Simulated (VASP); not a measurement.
# Hf2Si3 (P4/mmm) in VASP: a series of runs

Runs on Hf2Si3. Level: PBE. Tasks: single point, relaxation of cell and atoms.

All numbers are computed with VASP 6.6.1; they aren't measurements. Logs are shortened: lines on timing, memory, paths and dates and some standing lists are left out, and cuts for length are marked.

## (1) The cell of the first run

It takes space group P4/mmm (No. 123, tetragonal). The conventional cell has a = 4.680 Å, b = 4.680 Å, c = 4.662 Å, α = 90.00°, β = 90.00°, γ = 90.00°. Within 3.5 Å of Hf (site symmetry mmm) lie 8 Si at 2.64 to 3.30 Å and 4 Hf at 3.31 Å. Within 2.9 Å of Si (site symmetry 4mm) lie 2 Si at 2.21 to 2.45 Å and 4 Hf at 2.64 Å. Si (site symmetry 4/mmm) has 8 Hf at 3.30 Å and 8 Si at 3.49 Å within 4.3 Å.

The cell was built from a structure type or drawn by symmetry, and may not be a known phase.

## (2) Single point, PBE

INCAR reads:

```
SYSTEM = Hf2Si3
  ALGO = Normal
  EDIFF = 1E-6
  ENCUT = 520
  GGA = PE
  ISIF = 2
  ISMEAR = 0
  LASPH = .True.
  LCHARG = .False.
  LREAL = .False.
  LWAVE = .False.
  NBANDS = 24
  NELM = 60
  PREC = Accurate
  SIGMA = 0.1
```

KPOINTS reads:

```
k-points
0
Gamma
  10 10 8
  0 0 0
```

POSCAR reads:

```
Hf2Si3
1.0
    4.6795438850      0.0000000000      0.0000000000
    0.0000000000      4.6795438850      0.0000000000
    0.0000000000      0.0000000000      4.6615767281
Hf Si
2 3
Direct
    0.0000000000      0.5000000000      0.0000000000
    0.5000000000      0.0000000000      0.0000000000
    0.0000000000      0.0000000000      0.2631835712
    0.0000000000      0.0000000000      0.7368164288
    0.5000000000      0.5000000000      0.5000000000
```

Potentials or basis: VASP PAW PBE potentials, release 64 (Hf_pv, Si).

Started as:

```console
$ cat potpaw_PBE.64/Hf_pv/POTCAR potpaw_PBE.64/Si/POTCAR > POTCAR
$ mpirun -np 1 vasp_std > vasp.out
```

OUTCAR:

```text
SYSTEM = Hf2Si3
   EDIFF = 1E-6
   ENCUT = 520
   GGA = PE
   ISIF = 2
   ISMEAR = 0
   LASPH = .True.
   LREAL = .False.
   NELM = 60
   PREC = Accurate

 ion  position               nearest neighbor table
   1  0.000  0.500  0.000-   3 2.64   4 2.64   3 2.64   4 2.64   5 3.30   5 3.30   5 3.30   5 3.30
                             2 3.31   2 3.31   2 3.31   2 3.31
   2  0.500  0.000  0.000-   3 2.64   4 2.64   3 2.64   4 2.64   5 3.30   5 3.30   5 3.30   5 3.30
                             1 3.31   1 3.31   1 3.31   1 3.31
   3  0.000  0.000  0.263-   4 2.21   4 2.45   1 2.64   2 2.64   1 2.64   2 2.64
   4  0.000  0.000  0.737-   3 2.21   3 2.45   2 2.64   1 2.64   1 2.64   2 2.64
   5  0.500  0.500  0.500-   1 3.30   2 3.30   1 3.30   2 3.30   2 3.30   2 3.30   1 3.30   1 3.30

  LATTYP: Found a simple tetragonal cell.
 ALAT       =     4.6795438850
 C/A-ratio  =     0.9961604897

  Lattice vectors:

 A1 = (   4.6795438850,   0.0000000000,   0.0000000000)
 A2 = (   0.0000000000,   4.6795438850,   0.0000000000)
 A3 = (   0.0000000000,   0.0000000000,   4.6615767281)

Analysis of symmetry for initial positions (statically):
=====================================================================
 Subroutine PRICEL returns:
 Original cell was already a primitive cell.

 Routine SETGRP: Setting up the symmetry group for a
 simple tetragonal supercell.

 Subroutine GETGRP returns: Found 16 space group operations
 (whereof 16 operations were pure point group operations)
 out of a pool of 16 trial point group operations.

The static configuration has the point symmetry D_4h.

Analysis of symmetry for dynamics (positions and initial velocities):
=====================================================================
 Subroutine PRICEL returns:
 Original cell was already a primitive cell.

 Routine SETGRP: Setting up the symmetry group for a
 simple tetragonal supercell.

 Subroutine GETGRP returns: Found 16 space group operations
 (whereof 16 operations were pure point group operations)
 out of a pool of 16 trial point group operations.

The dynamic configuration has the point symmetry D_4h.

 Subroutine INISYM returns: Found 16 space group operations
 (whereof 16 operations are pure point group operations),
 and found     1 'primitive' translations

----------------------------------------------------------------------------------------

                                     Primitive cell

  volume of cell :     102.0798

  direct lattice vectors                    reciprocal lattice vectors
     4.679543885  0.000000000  0.000000000     0.213696041  0.000000000  0.000000000
     0.000000000  4.679543885  0.000000000     0.000000000  0.213696041  0.000000000
     0.000000000  0.000000000  4.661576728     0.000000000  0.000000000  0.214519691

  length of vectors
     4.679543885  4.679543885  4.661576728     0.213696041  0.213696041  0.214519691

  position of ions in fractional coordinates (direct lattice)
     0.000000000  0.500000000  0.000000000
     0.500000000  0.000000000  0.000000000
     0.000000000  0.000000000  0.263183571
     0.000000000  0.000000000  0.736816429
     0.500000000  0.500000000  0.500000000

  ion indices of the primitive-cell ions
   primitive index   ion index
                 1           1
                 2           2
                 3           3
                 4           4
                 5           5

----------------------------------------------------------------------------------------

 KPOINTS: k-points

Automatic generation of k-mesh.
 Grid dimensions read from file:
 generate k-points for:   10   10    8

 Generating k-lattice:

  Cartesian coordinates                     Fractional coordinates (reciprocal lattice)
     0.021369604  0.000000000  0.000000000     0.100000000  0.000000000  0.000000000
     0.000000000  0.021369604  0.000000000     0.000000000  0.100000000  0.000000000
     0.000000000  0.000000000  0.026814961     0.000000000  0.000000000  0.125000000

  Length of vectors
     0.021369604  0.021369604  0.026814961

  Shift w.r.t. Gamma in fractional coordinates (k-lattice)
     0.000000000  0.000000000  0.000000000

 Subroutine IBZKPT returns following result:
 ===========================================

 Found    105 irreducible k-points:

 Following reciprocal coordinates:
            Coordinates               Weight
  0.000000  0.000000  0.000000      1.000000
  0.100000  0.000000  0.000000      4.000000
  0.200000  0.000000  0.000000      4.000000
  0.300000  0.000000  0.000000      4.000000
  0.400000  0.000000  0.000000      4.000000
  0.500000  0.000000  0.000000      2.000000
[... 16 lines left out ...]
  0.100000  0.000000  0.125000      8.000000
  0.200000  0.000000  0.125000      8.000000
 [... further k-points ...]
   k-points           NKPTS =    105   k-points in BZ     NKDIM =    105   number of bands    NBANDS=     24
   number of dos      NEDOS =    301   number of ions     NIONS =      5
   total plane-waves  NPLWV =  46656
   dimension x,y,z NGX =    36 NGY =   36 NGZ =   36
   dimension x,y,z NGXF=    72 NGYF=   72 NGZF=   72
   ions per type =               2   3
   NGX,Y,Z   is equivalent  to a cutoff of  12.79, 12.79, 12.84 a.u.
   NGXF,Y,Z  is equivalent  to a cutoff of  25.58, 25.58, 25.68 a.u.
 SYSTEM =  Hf2Si3
   PREC   = accura    normal or accurate (medium, high low for compatibility)
   ISTART =      0    job   : 0-new  1-cont  2-samecut
   ICHARG =      2    charge: 1-file 2-atom 10-const
   ISPIN  =      1    spin polarized calculation?
   LNONCOLLINEAR =      F non collinear calculations
   LSORBIT =      F    spin-orbit coupling
   LASPH  =      T    aspherical Exc in radial PAW
   ENCUT  =  520.0 eV  38.22 Ry    6.18 a.u.   8.70  8.70  8.67*2*pi/ulx,y,z
   NELM   =     60;   NELMIN=  2; NELMDL= -5     # of ELM steps
   EDIFF  = 0.1E-05   stopping-criterion for ELM
   LREAL  =      F    real-space projection
   EDIFFG = 0.1E-04   stopping-criterion for IOM
   NSW    =      0    number of steps for IOM
   IBRION =     -1    ionic relax: 0-MD 1-quasi-New 2-CG
   NFREE  =      0    steps in history (QN), initial steepest desc. (CG)
   ISIF   =      2    stress and relaxation
   ISYM   =      2    0-nonsym 1-usesym 2-fastsym
   POTIM  = 0.5000    time-step for ionic-motion
   TEBEG  =    0.0;   TEEND  =   0.0 temperature during run
   PSTRESS=    0.0 pullay stress
   NELECT =      32.0000    total number of electrons
   NUPDOWN=      -1.0000    fix difference up-down
   EMIN   =  10.00;   EMAX   =-10.00  energy-range for DOS
   EFERMI =   0.00;   METHOD = LEGACY
   ISMEAR =     0;   SIGMA  =   0.10  broadening in eV -4-tet -1-fermi 0-gaus
   EFERMI_NEDOS =   21; number of points for ismear=-14 and -15
   IALGO  =     38    algorithm
   IMIX   =      4    mixing-type and parameters
     AMIX     =   0.40;   BMIX     =  1.00
     AMIX_MAG =   1.60;   BMIX_MAG =  1.00
  volume/ion in A,a.u.               =      20.42       137.77
  Fermi-wavevector in a.u.,A,eV,Ry     =   1.112103  2.101569 16.827308  1.236772
  Thomas-Fermi vector in A             =   2.248673
   LORBIT       =      0    0 simple, 1 ext, 2 COOP (PROOUT), +10 PAW based schemes
   GGA     = PE    functional components
   LHFCALC =     F    Hartree Fock is set to
   AEXX    =    0.0000 exact exchange contribution
   IVDW    =     0    specifies the selected vdW correction
   LEPSILON=     F    determine dielectric tensor
   LRPA    =     F    only Hartree local field effects (RPA)
 non-spin polarized calculation
 Gauss-broadening in eV      SIGMA  =   0.10
  energy-cutoff  :      520.00
  volume of cell :      102.08
 maximum number of plane-waves:      2800
 NGX is ok and might be reduce to    36
   NGX = 17   NGY = 17   NGZ = 17

 number of electron      32.0000001 magnetization

 Free energy of the ion-electron system (eV)
  ---------------------------------------------------
  ext. energy  EPLUGINS =         0.00000000
  ---------------------------------------------------
  free energy    TOTEN  =       -34.84551976 eV

  energy without entropy =      -34.82661909  energy(sigma->0) =      -34.83606943

 E-fermi :   5.7122     XC(G=0): -10.4527

 val. band max:        5.7110662778   @ k =   0.3000   0.1000   0.5000
 cond. band min:       5.7153448733   @ k =   0.3000   0.3000   0.2500
 fundamental gap:      0.0042785955
 Fermi energy:         5.7122317095

 k-point     1 :       0.0000    0.0000    0.0000
  band No.  band energies     occupation
      1     -25.2590      2.00000
      2     -25.2590      2.00000
      3     -25.2516      2.00000
      4     -25.1869      2.00000
      5     -24.9571      2.00000
      6     -24.9571      2.00000
[... 16 lines left out ...]
     23       8.1217      0.00000
     24       9.1004      0.00000

 k-point     2 :       0.1000    0.0000    0.0000
  band No.  band energies     occupation
      1     -25.2544      2.00000
      2     -25.2537      2.00000
      3     -25.2499      2.00000
      4     -25.1884      2.00000
      5     -24.9639      2.00000
      6     -24.9627      2.00000
[... 16 lines left out ...]
     23       8.3769      0.00000
     24       9.3840      0.00000

 k-point     3 :       0.2000    0.0000    0.0000
  band No.  band energies     occupation
      1     -25.2451      2.00000
      2     -25.2414      2.00000
      3     -25.2388      2.00000
      4     -25.1928      2.00000
      5     -24.9827      2.00000
      6     -24.9782      2.00000
[... 16 lines left out ...]
     23       8.5791      0.00000
     24       9.7226      0.00000
[... 514 lines left out ...]
 k-point    23 :       0.1000    0.0000    0.1250
  band No.  band energies     occupation
      1     -25.2543      2.00000
      2     -25.2536      2.00000
      3     -25.2509      2.00000
      4     -25.1890      2.00000
      5     -24.9638      2.00000
      6     -24.9626      2.00000
[... 16 lines left out ...]
     23       8.7451      0.00000
     24       9.5689      0.00000

 k-point    24 :       0.2000    0.0000    0.1250
  band No.  band energies     occupation
      1     -25.2461      2.00000
      2     -25.2413      2.00000
      3     -25.2387      2.00000
      4     -25.1935      2.00000
      5     -24.9827      2.00000
      6     -24.9781      2.00000
[... 16 lines left out ...]
     23       8.8220      0.00000
     24       9.8223      0.00000

 [... further k-points ...]

------------------------ aborting loop because EDIFF is reached ----------------------------------------

  FORCE on cell =-STRESS in cart. coord.  units (eV):
  Direction    XX          YY          ZZ          XY          YZ          ZX
  --------------------------------------------------------------------------------------
  -------------------------------------------------------------------------------------
  Total       -0.1180397     -0.1180397     -0.0813461      0.0000000     -0.0000000      0.0000000
  in kB       -1.8526725     -1.8526725     -1.2767552      0.0000000     -0.0000000      0.0000000
  external PRESSURE =      -1.6607001 kB  Pullay stress =       0.0000000 kB

 VOLUME and BASIS-vectors are now :
 -----------------------------------------------------------------------------
  energy-cutoff  :      520.00
  volume of cell :      102.08
      direct lattice vectors                 reciprocal lattice vectors
     4.679543885  0.000000000  0.000000000     0.213696041  0.000000000  0.000000000
     0.000000000  4.679543885  0.000000000     0.000000000  0.213696041  0.000000000
     0.000000000  0.000000000  4.661576728     0.000000000  0.000000000  0.214519691

 POSITION                                       TOTAL-FORCE (eV/Angst)
 -----------------------------------------------------------------------------------
      0.00000      2.33977      0.00000         0.000000     -0.000000      0.000000
      2.33977      0.00000      0.00000         0.000000     -0.000000      0.000000
      0.00000      0.00000      1.22685         0.000000      0.000000     -0.016152
      0.00000      0.00000      3.43473        -0.000000     -0.000000      0.016152
      2.33977      2.33977      2.33079         0.000000     -0.000000      0.000000
 -----------------------------------------------------------------------------------
    total drift:                                0.000000      0.000000     -0.000000

  FREE ENERGIE OF THE ION-ELECTRON SYSTEM (eV)
  ---------------------------------------------------
  free  energy   TOTEN  =       -34.8455197637 eV

  energy  without entropy=      -34.8266190931  energy(sigma->0) =      -34.83606943
```

It took 67 s on 1 thread of Intel Xeon 6975P-C (Granite Rapids), shared host; peak memory 0.35 GiB.

Results:

| Quantity | Value |
| --- | --- |
| Free energy | -34.8455 eV |
| Pressure | -0.2 GPa |
| Largest force | 0.016 eV/Å |
| Band gap on the k mesh | zero (bands 16 and 17 overlap by 1.47 eV) |

Forces in eV/Å, atoms in the order of the input:
```
Hf   0.000  0.000  0.000
Hf   0.000  0.000  0.000
Si   0.000  0.000 -0.016
Si   0.000  0.000  0.016
Si   0.000  0.000  0.000
```

Caveat: spin-orbit coupling is left out, which moves the levels of the heavy elements.

[end of part 1 of 2]
